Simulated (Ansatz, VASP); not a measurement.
## Two plane-wave programs on SnSe2

Contents of INCAR:

```
SYSTEM = SnSe2
ALGO     = Normal         ! electronic algorithm
EDIFF    = 1E-6           ! SCF threshold, eV
ENCUT    = 520            ! plane-wave cutoff, eV
GGA      = PE             ! functional
ISIF     = 2              ! what is computed and relaxed
ISMEAR   = 0              ! smearing method
LASPH    = .TRUE.         ! aspherical terms in the spheres
LCHARG   = .FALSE.        ! write CHGCAR
LREAL    = .FALSE.        ! projectors in reciprocal space
LWAVE    = .FALSE.        ! write WAVECAR
NBANDS   = 20             ! bands
NELM     = 60             ! most SCF steps
PREC     = Accurate       ! precision mode
SIGMA    = 0.05           ! smearing width, eV
```

Contents of KPOINTS:

```
k-points
0
G
  12 12 6
  0 0 0
```

The input POSCAR:

```
SnSe2
1.0
    3.8109987816      0.0000000000      0.0000000000
   -1.9054993908      3.3004217586      0.0000000000
    0.0000000000      0.0000000000      6.2597400000
Sn Se
1 2
Direct
    0.0000000000      0.0000000000      0.0000000000
    0.3333333333      0.6666666667      0.2500000000
    0.6666666667      0.3333333333      0.7500000000
```

Input for Ansatz:

```yaml
crystal:
  lattice:
    - [3.8109987816, 0.0, 0.0]
    - [-1.9054993908, 3.3004217586, 0.0]
    - [0.0, 0.0, 6.25974]
  atoms:
    - { symbol: Sn, position: [0.0, 0.0, 0.0] }
    - { symbol: Se, position: [0.3333333333, 0.6666666667, 0.25] }
    - { symbol: Se, position: [0.6666666667, 0.3333333333, 0.75] }
basis:
  ecutwfc: 420
kpoints:
  mp_grid: { grid: [12, 12, 6] }
hamiltonian:
  xc: pbe
scf:
  occupations: { method: gaussian, width: 0.05 }
output:
  forces: true
  stress: true
  eigenvalues: true
  write_density: true
  write_potential: true
  elf: true
  volumetric_format: npy
```

Change from the starting cell: strain +0.0200 x Voigt [0, 0, 1, 0, 0, 0], atoms carried along.

Alike in both runs: task single point; functional PBE; k mesh 12 × 12 × 6; occupations gaussian, width 0.05 eV; no spin polarisation.

```csv
,VASP,Ansatz
version,VASP 6.6.1,Ansatz 0.2.0
potentials or method,"VASP PAW PBE potentials, release 64 (Sn_d, Se), cutoff 520 eV","scalar-relativistic, plane waves, PAW"
valence electrons in the cell,26,46
```

```csv
,VASP,Ansatz,Ansatz less VASP
gap on the k mesh at the Fermi level (eV),0.73,0.73,+0.003
least direct gap on the mesh (eV),1.23,1.24,+0.009
pressure (GPa),3.8,3.8,-0.08
"traceless stress, the component that is largest in VASP (GPa)",0.17,0.17,-0.009
rms of the force components (eV/Å),0.206,0.199,-0.0071
```

Atom by atom the forces differ by 0.007 eV/Å (rms over components). VASP's potentials hold 26 valence electrons a cell and Ansatz's 46, so a difference there can come from the potentials and not from the codes.
